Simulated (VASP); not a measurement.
TiPt3, 4 atoms in the cell. The structure is tetragonal, space group P4/mmm (No. 123). The conventional cell has a = 3.870 Å, b = 3.870 Å, c = 4.016 Å, α = 90.00°, β = 90.00°, γ = 90.00°. Ti (site symmetry 4/mmm) has 12 Pt at 2.74 to 2.79 Å within 3.6 Å. Pt (site symmetry 4/mmm) has 4 Ti at 2.74 Å and 8 Pt at 2.79 Å within 3.6 Å. Within 3.6 Å of Pt (site symmetry mmm) lie 8 Pt at 2.74 to 2.79 Å and 4 Ti at 2.79 Å.  This cell differs from its parent crystal: uniaxial strain along a: +3.0 %.

* Program: VASP 6.6.1
* Task: single point
* Functional: PBEsol
* Potentials or basis: VASP PAW PBE potentials, release 64 (Ti_sv, Pt)
* Cutoff: 500 eV
* k mesh: 14 × 14 × 14
* Occupations: gaussian, width 0.1 eV
* Spin: no spin polarisation
* Dipole correction: no
* Further INCAR settings: ALGO = Normal; EDIFF = 1e-06; NBANDS = 29

Potentials or basis: VASP PAW PBE potentials, release 64 (Ti_sv, Pt).

The run is started by

```sh
$ cat potpaw_PBE.64/Ti_sv/POTCAR potpaw_PBE.64/Pt/POTCAR > POTCAR
$ mpirun -np 1 vasp_std > vasp.out
```

Hardware: 1 thread of Oxide Virtual Turin-like Processor, with other jobs on the host.

Question: How long does it take, and how much memory?

Answer: Run time: 8.7 min on 1 thread of Oxide Virtual Turin-like Processor, with other jobs on the host, peak memory 0.46 GiB. Counts: scf iterations 15, k points 288.
